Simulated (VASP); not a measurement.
Here is a VASP 6.6.1 calculation.

File INCAR:

```
SYSTEM = Pb
  ALGO = Normal
  EDIFF = 1E-7
  EDIFFG = -0.005
  ENCUT = 600
  IBRION = 2
  ISIF = 3
  ISMEAR = -1
  LASPH = .TRUE.
  LCHARG = .FALSE.
  LREAL = .FALSE.
  LWAVE = .FALSE.
  NELM = 60
  NSW = 32
  PREC = Accurate
  PSTRESS = 970.0
  SIGMA = 0.05
```

KPOINTS

```
k-points
0
G
  8 8 11
  0 0 0
```

POSCAR

```
Pb
1.0
    4.6738916346      0.0000000000      0.0000000000
   -2.3369458173      4.0477088901      0.0000000000
    0.0000000000      0.0000000000      2.7467825488
Pb
3
Direct
    0.0000000000      0.0000000000      0.0000000000
    0.3333333333      0.6666666667      0.5000000000
    0.6666666667      0.3333333333      0.5000000000
```

Potentials or basis: VASP PAW LDA potentials, release 64 (Pb_d).

Run with:

```bash
$ cat potpaw_LDA.64/Pb_d/POTCAR > POTCAR
$ mpirun -np 1 vasp_std > vasp.out
```

Problem. Predict the relaxed cell.

Solution. a = 4.677 Å, b = 4.677 Å, c = 2.749 Å, α = 90.00°, β = 90.00°, γ = 120.00°.

Problem. Predict the relaxed volume.

Solution. 17.36 Å³/atom.

The path:
| step | energy change (eV) | largest force (eV/Å) | pressure (GPa) | volume (Å³) |
| --- | --- | --- | --- | --- |
| 1 | 0.0000 | 0.0000 | 97.95 | 51.97 |
| 2 | -0.4571 | 0.0000 | 91.75 | 52.74 |
| 3 | -0.0705 | 0.0000 | 97.00 | 52.08 |

Caveat: the cell is relaxed towards a set pressure, so the enthalpy falls and the energy may rise.
